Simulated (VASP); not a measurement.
Write the native input for VASP 6.6.1 that does the following.

```yaml
Task: relaxation of cell and atoms
Functional: LDA
Potentials_or_basis: VASP PAW LDA potentials, release 64 (Sn_d, Ti_sv)
Cutoff: 500 eV
k_mesh: 6 × 6 × 6
Occupations: fermi-dirac, width 0.05 eV
Spin: no spin polarisation
Dipole_correction: no
Further_INCAR_settings: ALGO = Normal; EDIFF = 1e-07; IBRION = 2; EDIFFG = -0.03; NSW = 80; ISIF = 3
```

The structure of Ti3Sn lies in POSCAR:

```
Ti3Sn
1.0
    0.0000000000      3.3050000000      3.3050000000
    3.3050000000      0.0000000000      3.3050000000
    3.3050000000      3.3050000000      0.0000000000
Sn Ti
1 3
Direct
    0.0000000000      0.0000000000      0.0000000000
    0.5000000000      0.5000000000      0.5000000000
    0.2500000000      0.2500000000      0.2500000000
    0.7500000000      0.7500000000      0.7500000000
```

The input as run:

INCAR

```
  PREC = Accurate
  ENCUT = 500
  EDIFF = 1E-7
  ISMEAR = -1
  SIGMA = 0.05
  LREAL = F
  LASPH = T
  NELM = 120
  ALGO = Normal
  ISIF = 3
  LWAVE = F
  LCHARG = F
  GGA = CA
  IBRION = 2
  NSW = 80
  EDIFFG = -0.03
  GGA_COMPAT = F
  NELMIN = 4
```

KPOINTS

```
regular mesh
0
Gamma
  6 6 6
```

Potentials or basis: VASP PAW LDA potentials, release 64 (Sn_d, Ti_sv).

The run is started by

```bash
$ cat potpaw_LDA.64/Sn_d/POTCAR potpaw_LDA.64/Ti_sv/POTCAR > POTCAR
$ mpirun -np 1 vasp_std > vasp.out
```

It gave:

```json
{
  "Relaxed volume": "16.71 Å³/atom",
  "Relaxed cell": "a = 4.556 Å, b = 4.556 Å, c = 4.556 Å, α = 60.00°, β = 60.00°, γ = 60.00°",
  "Space group after relaxing (to 0.1 Å)": "Fm-3m (No. 225)",
  "Energy gained by relaxing": "40.3 meV/atom",
  "Ionic steps": "3",
  "Pressure after relaxing": "-0.1 GPa",
  "Band gap on the k mesh": "zero (bands 25 and 26 overlap by 0.26 eV)"
}
```

Caveat: spin-orbit coupling is left out, which moves the levels of the heavy elements.

Wall time 3.7 min on 1 thread of Intel Xeon 8259CL, with other jobs on the host, peak memory 0.2 GiB.
